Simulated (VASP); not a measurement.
# Co (Pm-3m) in VASP: further runs

Runs on Co. Level: revPBE. Tasks: single point.

Program: VASP 6.6.1. These are calculated values, not measurements. Logs are shortened: lines on timing, memory, paths and dates and some standing lists are left out, and cuts for length are marked.

### Step 1. The cell of the first run

The structure is cubic, space group Pm-3m (No. 221). Conventional cell: a = 2.300 Å, b = 2.300 Å, c = 2.300 Å, α = 90.00°, β = 90.00°, γ = 90.00°. Co (site symmetry m-3m) has 6 Co at 2.30 Å within 3.0 Å.

### Step 2. Single point, revPBE

Contents of INCAR:

```
SYSTEM = Co
PREC = Accurate ; ENCUT = 520
EDIFF = 1E-6 ; ISMEAR = -1
SIGMA = 0.1 ; LREAL = .False.
LASPH = .True. ; NELM = 100
ALGO = Normal ; ISIF = 2
LWAVE = .False. ; LCHARG = .False.
GGA = RE ; NBANDS = 10
```

Contents of KPOINTS:

```
Automatic mesh
0
Gamma
  14 14 14
  0 0 0
```

Contents of POSCAR:

```
Co
1.0
    2.2998754767      0.0000000000      0.0000000000
    0.0000000000      2.2998754767      0.0000000000
    0.0000000000      0.0000000000      2.2998754767
Co
1
Direct
    0.0000000000      0.0000000000      0.0000000000
```

Potentials or basis: VASP PAW PBE potentials, release 64 (Co).

The run is started by

```bash
$ cat potpaw_PBE.64/Co/POTCAR > POTCAR
$ mpirun -np 1 vasp_std > vasp.out
```

OUTCAR:

```text
SYSTEM = Co
   PREC = Accurate
   ENCUT = 520
   EDIFF = 1E-6
   ISMEAR = -1
   LREAL = .False.
   LASPH = .True.
   NELM = 100
   ISIF = 2
   GGA = RE

 ion  position               nearest neighbor table
   1  0.000  0.000  0.000-

  LATTYP: Found a simple cubic cell.
 ALAT       =     2.2998754767

  Lattice vectors:

 A1 = (   2.2998754767,   0.0000000000,   0.0000000000)
 A2 = (   0.0000000000,   2.2998754767,   0.0000000000)
 A3 = (   0.0000000000,   0.0000000000,   2.2998754767)

Analysis of symmetry for initial positions (statically):
=====================================================================
 Subroutine PRICEL returns:
 Original cell was already a primitive cell.

 Routine SETGRP: Setting up the symmetry group for a
 simple cubic supercell.

 Subroutine GETGRP returns: Found 48 space group operations
 (whereof 48 operations were pure point group operations)
 out of a pool of 48 trial point group operations.

The static configuration has the point symmetry O_h .

Analysis of symmetry for dynamics (positions and initial velocities):
=====================================================================
 Subroutine PRICEL returns:
 Original cell was already a primitive cell.

 Routine SETGRP: Setting up the symmetry group for a
 simple cubic supercell.

 Subroutine GETGRP returns: Found 48 space group operations
 (whereof 48 operations were pure point group operations)
 out of a pool of 48 trial point group operations.

The dynamic configuration has the point symmetry O_h .

 Subroutine INISYM returns: Found 48 space group operations
 (whereof 48 operations are pure point group operations),
 and found     1 'primitive' translations

----------------------------------------------------------------------------------------

                                     Primitive cell

  volume of cell :      12.1650

  direct lattice vectors                    reciprocal lattice vectors
     2.299875477  0.000000000  0.000000000     0.434806149  0.000000000  0.000000000
     0.000000000  2.299875477  0.000000000     0.000000000  0.434806149  0.000000000
     0.000000000  0.000000000  2.299875477     0.000000000  0.000000000  0.434806149

  length of vectors
     2.299875477  2.299875477  2.299875477     0.434806149  0.434806149  0.434806149

  position of ions in fractional coordinates (direct lattice)
     0.000000000  0.000000000  0.000000000

  ion indices of the primitive-cell ions
   primitive index   ion index
                 1           1

----------------------------------------------------------------------------------------

 KPOINTS: Automatic mesh

Automatic generation of k-mesh.
 Grid dimensions read from file:
 generate k-points for:   14   14   14

 Generating k-lattice:

  Cartesian coordinates                     Fractional coordinates (reciprocal lattice)
     0.031057582  0.000000000  0.000000000     0.071428571  0.000000000  0.000000000
     0.000000000  0.031057582  0.000000000     0.000000000  0.071428571  0.000000000
     0.000000000  0.000000000  0.031057582     0.000000000  0.000000000  0.071428571

  Length of vectors
     0.031057582  0.031057582  0.031057582

  Shift w.r.t. Gamma in fractional coordinates (k-lattice)
     0.000000000  0.000000000  0.000000000

 Subroutine IBZKPT returns following result:
 ===========================================

 Found    120 irreducible k-points:

 Following reciprocal coordinates:
            Coordinates               Weight
  0.000000  0.000000  0.000000      1.000000
  0.071429  0.000000  0.000000      6.000000
  0.142857  0.000000  0.000000      6.000000
  0.214286  0.000000  0.000000      6.000000
  0.285714  0.000000  0.000000      6.000000
  0.357143  0.000000  0.000000      6.000000
[... 16 lines left out ...]
  0.285714  0.214286  0.000000     24.000000
  0.357143  0.214286  0.000000     24.000000
 [... further k-points ...]
   k-points           NKPTS =    120   k-points in BZ     NKDIM =    120   number of bands    NBANDS=     10
   number of dos      NEDOS =    301   number of ions     NIONS =      1
   total plane-waves  NPLWV =   5832
   dimension x,y,z NGX =    18 NGY =   18 NGZ =   18
   dimension x,y,z NGXF=    36 NGYF=   36 NGZF=   36
   ions per type =               1
   NGX,Y,Z   is equivalent  to a cutoff of  13.01, 13.01, 13.01 a.u.
   NGXF,Y,Z  is equivalent  to a cutoff of  26.02, 26.02, 26.02 a.u.
 SYSTEM =  Co
   PREC   = accura    normal or accurate (medium, high low for compatibility)
   ISTART =      0    job   : 0-new  1-cont  2-samecut
   ICHARG =      2    charge: 1-file 2-atom 10-const
   ISPIN  =      1    spin polarized calculation?
   LNONCOLLINEAR =      F non collinear calculations
   LSORBIT =      F    spin-orbit coupling
   LASPH  =      T    aspherical Exc in radial PAW
   ENCUT  =  520.0 eV  38.22 Ry    6.18 a.u.   4.28  4.28  4.28*2*pi/ulx,y,z
   NELM   =    100;   NELMIN=  2; NELMDL= -5     # of ELM steps
   EDIFF  = 0.1E-05   stopping-criterion for ELM
   LREAL  =      F    real-space projection
   EDIFFG = 0.1E-04   stopping-criterion for IOM
   NSW    =      0    number of steps for IOM
   IBRION =     -1    ionic relax: 0-MD 1-quasi-New 2-CG
   NFREE  =      0    steps in history (QN), initial steepest desc. (CG)
   ISIF   =      2    stress and relaxation
   ISYM   =      2    0-nonsym 1-usesym 2-fastsym
   POTIM  = 0.5000    time-step for ionic-motion
   TEBEG  =    0.0;   TEEND  =   0.0 temperature during run
   PSTRESS=    0.0 pullay stress
   NELECT =       9.0000    total number of electrons
   NUPDOWN=      -1.0000    fix difference up-down
   EMIN   =  10.00;   EMAX   =-10.00  energy-range for DOS
   EFERMI =   0.00;   METHOD = LEGACY
   ISMEAR =    -1;   SIGMA  =   0.10  broadening in eV -4-tet -1-fermi 0-gaus
   EFERMI_NEDOS =   21; number of points for ismear=-14 and -15
   IALGO  =     38    algorithm
   IMIX   =      4    mixing-type and parameters
     AMIX     =   0.40;   BMIX     =  1.00
     AMIX_MAG =   1.60;   BMIX_MAG =  1.00
  volume/ion in A,a.u.               =      12.17        82.09
  Fermi-wavevector in a.u.,A,eV,Ry     =   1.480646  2.798016 29.828238  2.192314
  Thomas-Fermi vector in A             =   2.594655
   LORBIT       =      0    0 simple, 1 ext, 2 COOP (PROOUT), +10 PAW based schemes
   GGA     = RE    functional components
   LHFCALC =     F    Hartree Fock is set to
   AEXX    =    0.0000 exact exchange contribution
   IVDW    =     0    specifies the selected vdW correction
   LEPSILON=     F    determine dielectric tensor
   LRPA    =     F    only Hartree local field effects (RPA)
 non-spin polarized calculation
  energy-cutoff  :      520.00
  volume of cell :       12.17
 maximum number of plane-waves:       341
 NGX is ok and might be reduce to    18
   NGX =  9   NGY =  9   NGZ =  9

 number of electron       9.0000012 magnetization

 Free energy of the ion-electron system (eV)
  ---------------------------------------------------
  ext. energy  EPLUGINS =         0.00000000
  ---------------------------------------------------
  free energy    TOTEN  =        -5.63355427 eV

  energy without entropy =       -5.53753743  energy(sigma->0) =       -5.58554585

 E-fermi :   8.7634     XC(G=0): -12.5673

 val. band max:        8.7518343404   @ k =   0.3571   0.2143   0.0714
 cond. band min:       8.7687419868   @ k =   0.2857   0.2143   0.0714
 fundamental gap:      0.0169076465
 Fermi energy:         8.7634100261

 k-point     1 :       0.0000    0.0000    0.0000
  band No.  band energies     occupation
      1       0.6933      2.00000
      2       5.2912      2.00000
      3       5.2912      2.00000
      4       9.2236      0.01986
      5       9.2236      0.01986
      6       9.2236      0.01986
      7      28.8116      0.00000
      8      28.8116      0.00000
      9      28.8116      0.00000
     10      32.7517      0.00000

 k-point     2 :       0.0714    0.0000    0.0000
  band No.  band energies     occupation
      1       0.8503      2.00000
      2       5.3161      2.00000
      3       5.3711      2.00000
      4       9.1541      0.03941
      5       9.1541      0.03941
      6       9.2291      0.01880
      7      26.9265      0.00000
      8      29.0303      0.00000
      9      29.0303      0.00000
     10      32.7569      0.00000

 k-point     3 :       0.1429    0.0000    0.0000
  band No.  band energies     occupation
      1       1.3094      2.00000
      2       5.3863      2.00000
      3       5.6020      2.00000
      4       8.9635      0.23821
      5       8.9635      0.23821
      6       9.2446      0.01613
      7      23.9322      0.00000
      8      29.6692      0.00000
      9      29.6692      0.00000
     10      32.7725      0.00000

 k-point     4 :       0.2143    0.0000    0.0000
  band No.  band energies     occupation
      1       2.0334      2.00000
      2       5.4893      2.00000
      3       5.9585      2.00000
      4       8.6982      1.31492
      5       8.6982      1.31491
      6       9.2671      0.01291
      7      20.9841      0.00000
      8      30.6837      0.00000
      9      30.6837      0.00000
     10      32.7974      0.00000
[... 222 lines left out ...]
 k-point    22 :       0.2143    0.2143    0.0000
  band No.  band energies     occupation
      1       3.2365      2.00000
      2       5.8625      2.00000
      3       6.4770      2.00000
      4       8.2580      1.98732
      5       8.7124      1.24957
      6       8.8247      0.70292
      7      21.3729      0.00000
      8      23.3529      0.00000
      9      32.4751      0.00000
     10      34.4129      0.00000

 k-point    23 :       0.2857    0.2143    0.0000
  band No.  band energies     occupation
      1       3.9874      2.00000
      2       5.9639      2.00000
      3       6.8478      2.00000
      4       8.2707      1.98561
      5       8.4898      1.87820
      6       8.8182      0.73285
      7      19.2070      0.00000
      8      23.7309      0.00000
      9      33.7557      0.00000
     10      34.3959      0.00000

 k-point    24 :       0.3571    0.2143    0.0000
  band No.  band energies     occupation
      1       4.7156      2.00000
      2       5.9991      2.00000
      3       6.9699      2.00000
      4       8.2622      1.98678
      5       8.8483      0.59940
      6       8.8572      0.56258
      7      16.7924      0.00000
      8      24.8423      0.00000
      9      32.3361      0.00000
     10      35.2589      0.00000

 [... further k-points ...]
[... 5 lines left out ...]
  --------------------------------------------------------------------------------------
  -------------------------------------------------------------------------------------
  Total       -0.0497025     -0.0497025     -0.0497025     -0.0000000     -0.0000000      0.0000000
  in kB       -6.5459919     -6.5459919     -6.5459919     -0.0000000     -0.0000000      0.0000000
  external PRESSURE =      -6.5459919 kB  Pullay stress =       0.0000000 kB

 VOLUME and BASIS-vectors are now :
 -----------------------------------------------------------------------------
  energy-cutoff  :      520.00
  volume of cell :       12.17
      direct lattice vectors                 reciprocal lattice vectors
     2.299875477  0.000000000  0.000000000     0.434806149  0.000000000  0.000000000
     0.000000000  2.299875477  0.000000000     0.000000000  0.434806149  0.000000000
     0.000000000  0.000000000  2.299875477     0.000000000  0.000000000  0.434806149

 POSITION                                       TOTAL-FORCE (eV/Angst)
 -----------------------------------------------------------------------------------
      0.00000      0.00000      0.00000         0.000000      0.000000      0.000000
 -----------------------------------------------------------------------------------
    total drift:                               -0.000000      0.000000      0.000000

  FREE ENERGIE OF THE ION-ELECTRON SYSTEM (eV)
  ---------------------------------------------------
  free  energy   TOTEN  =        -5.6335542743 eV

  energy  without entropy=       -5.5375374341  energy(sigma->0) =       -5.58554585
```

Run time: 5.8 s. Hardware: 1 thread of Intel Xeon 6975P-C (Granite Rapids), shared host; peak memory 0.12 GiB.

What came out:

```
Free energy : -5.6336 eV
Pressure    : -0.7 GPa
```

Levels at points of the mesh, in eV from the Fermi level:
| k point | band 1 | band 2 | band 3 | band 4 | band 5 | band 6 | band 7 | band 8 | band 9 |
| --- | --- | --- | --- | --- | --- | --- | --- | --- | --- |
| (0.00, 0.00, 0.00) | -8.07 | -3.47 | -3.47 | 0.46 | 0.46 | 0.46 | 20.05 | 20.05 | 20.05 |
| (0.50, 0.00, 0.00) | -3.77 | -2.95 | -1.10 | -0.81 | -0.81 | 0.57 | 4.72 | 24.14 | 27.04 |
| (0.50, 0.50, 0.00) | -4.27 | -2.51 | -0.55 | -0.55 | 1.33 | 5.51 | 5.51 | 11.80 | 12.86 |
| (0.50, 0.50, 0.50) | -3.13 | -3.13 | -3.13 | 1.40 | 1.40 | 12.64 | 12.64 | 12.64 | 13.37 |

Caveat: the PAW data sets were made with another functional, which shifts forces and pressure a little; the run has no spin polarisation, though such a crystal can be magnetic.

### Step 3. Single point, revPBE

Contents of INCAR:

```
  PREC = Accurate
  ENCUT = 520
  EDIFF = 1E-7
  ISMEAR = -1
  SIGMA = 0.1
  LREAL = F
  LASPH = T
  NELM = 60
  ALGO = Normal
  ISIF = 2
  LWAVE = F
  LCHARG = F
  GGA = RE
  NBANDS = 10
```

Contents of KPOINTS:

```
Automatic mesh
0
Gamma
  15 15 15
```

POSCAR is that of step 2.

Potentials or basis: VASP PAW PBE potentials, release 64 (Co).

The run is started by

```bash
$ cat potpaw_PBE.64/Co/POTCAR > POTCAR
$ mpirun -np 1 vasp_std > vasp.out
```

It took 6 s on 1 thread of Intel Xeon 6975P-C (Granite Rapids), shared host; peak memory 0.13 GiB.

Results (log left out):

* Free energy: -5.6314 eV
* Pressure: -0.6 GPa

Levels at points of the mesh, in eV from the Fermi level:
```tsv
k point	band 3	band 4	band 5	band 6	band 7	band 8
(0.00, 0.00, 0.00)	-3.47	0.46	0.46	0.46	20.05	20.05
```

Caveat: the PAW data sets were made with another functional, which shifts forces and pressure a little; the run has no spin polarisation, though such a crystal can be magnetic. Spin polarisation is off, so any magnetic state and its effect on volume and gap are missing.

### Step 4. Single point, revPBE (volume scaled by 1.04)

Contents of INCAR:

```
  PREC = Accurate
  ENCUT = 520
  EDIFF = 1E-6
  ISMEAR = -1
  SIGMA = 0.1
  LREAL = False
  LASPH = True
  NELM = 100
  ALGO = Normal
  ISIF = 2
  LWAVE = False
  LCHARG = False
  GGA = RE
  NBANDS = 10
```

KPOINTS is that of step 3.

Contents of POSCAR:

```
Co
1.0
    2.3301404668      0.0000000000      0.0000000000
    0.0000000000      2.3301404668      0.0000000000
    0.0000000000      0.0000000000      2.3301404668
Co
1
Direct
    0.0000000000      0.0000000000      0.0000000000
```

The run is started by

```bash
$ cat potpaw_PBE.64/Co/POTCAR > POTCAR
$ mpirun -np 1 vasp_std > vasp.out
```

Wall time 5.9 s (1 thread of Intel Xeon 6975P-C (Granite Rapids), shared host); peak memory 0.13 GiB.

It converged, with:

- Free energy: -5.6203 eV
- Pressure: -6.5 GPa

Levels at points of the mesh, in eV from the Fermi level:
```csv
k point,band 1,band 2,band 3,band 4,band 5,band 6,band 7,band 8,band 9,band 10
"(0.00, 0.00, 0.00)",-7.82,-3.28,-3.28,0.43,0.43,0.43,19.58,19.58,19.58,23.41
```

Caveat: the PAW data sets were made with another functional, which shifts forces and pressure a little; the run has no spin polarisation, though such a crystal can be magnetic.

### Step 5. The runs side by side

| cell | k mesh | gap on the mesh (eV) | pressure (GPa) |
| --- | --- | --- | --- |
| a = 2.300 Å, 1 atom | 14 × 14 × 14 | none | -0.7 |
| a = 2.300 Å, 1 atom | 15 × 15 × 15 | none | -0.6 |
| a = 2.330 Å, 1 atom | 15 × 15 × 15 | none | -6.5 |

Alike in all rows: task single point; level revPBE; potentials or basis VASP PAW PBE potentials, release 64 (Co); no spin polarisation; cutoff (eV) 520; smearing fermi-dirac 0.1 eV.

Caveats: the PAW data sets were made with another functional, which shifts forces and pressure a little; the run has no spin polarisation, though such a crystal can be magnetic.

Absolute energies hang on the potentials; compare differences alone.
